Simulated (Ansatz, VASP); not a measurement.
# Pt: VASP beside Ansatz

INCAR

```
SYSTEM = Pt
PREC = Accurate
ENCUT = 520
EDIFF = 1E-7
ISMEAR = -1
SIGMA = 0.08
LREAL = .FALSE.
LASPH = .TRUE.
NELM = 100
ALGO = Normal
ISIF = 2
LWAVE = .FALSE.
LCHARG = .FALSE.
GGA = PE
NBANDS = 11
```

The input KPOINTS:

```
regular mesh
0
G
  12 12 12
  0 0 0
```

File POSCAR:

```
Pt
1.0
    2.6249474257      0.0000000000      0.0000000000
    0.0000000000      2.6249474257      0.0000000000
    0.0000000000      0.0000000000      2.6249474257
Pt
1
Direct
    0.0000000000      0.0000000000      0.0000000000
```

Input for Ansatz:

```yaml
crystal:
  lattice:
    - [2.6249474257, 0.0, 0.0]
    - [0.0, 2.6249474257, 0.0]
    - [0.0, 0.0, 2.6249474257]
  atoms:
    - { symbol: Pt, position: [0.0, 0.0, 0.0] }
kpoints:
  mp_grid: { grid: [12, 12, 12] }
scf:
  occupations: { method: fermi_dirac, width: 0.08 }
hamiltonian:
  xc: pbe
  pseudopotentials: { kind: all_electron, lapw: { basis_error: 0.03 } }
output:
  forces: true
  stress: true
  eigenvalues: true
```

Alike in both runs: task single point; functional PBE; k mesh 12 × 12 × 12; occupations fermi-dirac, width 0.08 eV; no spin polarisation.

|  | VASP | Ansatz |
| --- | --- | --- |
| version | VASP 6.6.1 | Ansatz 0.2.0 |
| potentials or method | VASP PAW PBE potentials, release 64 (Pt), cutoff 520 eV | all-electron LAPW, scalar-relativistic |

```tsv
	VASP	Ansatz	Ansatz less VASP
pressure (GPa)	-0.5	0.1	+0.54
```

Ansatz ran all-electron here, and VASP with PAW potentials.

Neither program's run includes spin-orbit coupling.
